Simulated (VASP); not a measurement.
Wanted: the native input for a VASP 6.6.1 run.

- Task: relaxation of cell and atoms
- Functional: PBE
- Potentials or basis: VASP PAW PBE potentials, release 64 (Cs_sv, Au)
- Cutoff: 600 eV
- k mesh: 6 × 6 × 2
- Occupations: gaussian, width 0.1 eV
- Spin: no spin polarisation
- Dipole correction: no
- Further INCAR settings: ALGO = Normal; EDIFF = 1e-07; IBRION = 2; EDIFFG = -0.04; NSW = 90; ISIF = 3

The structure of Cs2Au lies in POSCAR:

```
Cs2Au
1.0
    5.3316087900      0.0000000000      0.0000000000
   -2.6658043900      4.6173086500      0.0000000000
    0.0000000000      0.0000000000     10.6517650200
Cs Au
2 1
Direct
    0.3333333300      0.6666666700      0.2793371100
    0.6666666700      0.3333333300      0.7206628900
    0.0000000000      0.0000000000      0.0000000000
```

The cell was generated, and may not be a known phase.

These files were run (other wordings do the same):

INCAR

```
SYSTEM = Cs2Au
ALGO = Normal ; EDIFF = 1E-7
EDIFFG = -0.04 ; ENCUT = 600
GGA = PE ; IBRION = 2
ISIF = 3 ; ISMEAR = 0
LASPH = .TRUE. ; LCHARG = .FALSE.
LREAL = .FALSE. ; LWAVE = .FALSE.
NELM = 60 ; NSW = 90
PREC = Accurate ; SIGMA = 0.1
```

KPOINTS

```
k-points
0
G
  6 6 2
  0 0 0
```

Potentials or basis: VASP PAW PBE potentials, release 64 (Cs_sv, Au).

Launch:

```console
$ cat potpaw_PBE.64/Cs_sv/POTCAR potpaw_PBE.64/Au/POTCAR > POTCAR
$ mpirun -np 1 vasp_std > vasp.out
```

It gave:

The relaxed volume is 72.21 Å³/atom. The relaxed cell is a = 5.322 Å, b = 5.322 Å, c = 8.831 Å, α = 90.00°, β = 90.00°, γ = 120.00°. The space group after relaxing (to 0.1 Å) is P-3m1 (No. 164), the energy gained by relaxing is 189.2 meV/atom and the ionic steps are 18. The pressure after relaxing is 0.0 GPa and the largest force after relaxing is 0.031 eV/Å. The band gap on the k mesh is zero (an odd number of electrons rules out a gap without spin polarisation).

Caveat: the volume moved by over 15 % at a fixed basis, so the end points are rough; spin-orbit coupling is left out, which moves the levels of the heavy elements.

It took 13 min on 1 thread of Intel(R) Xeon(R) 6975P-C (Granite Rapids), with other jobs on the host, peak memory 0.57 GiB.
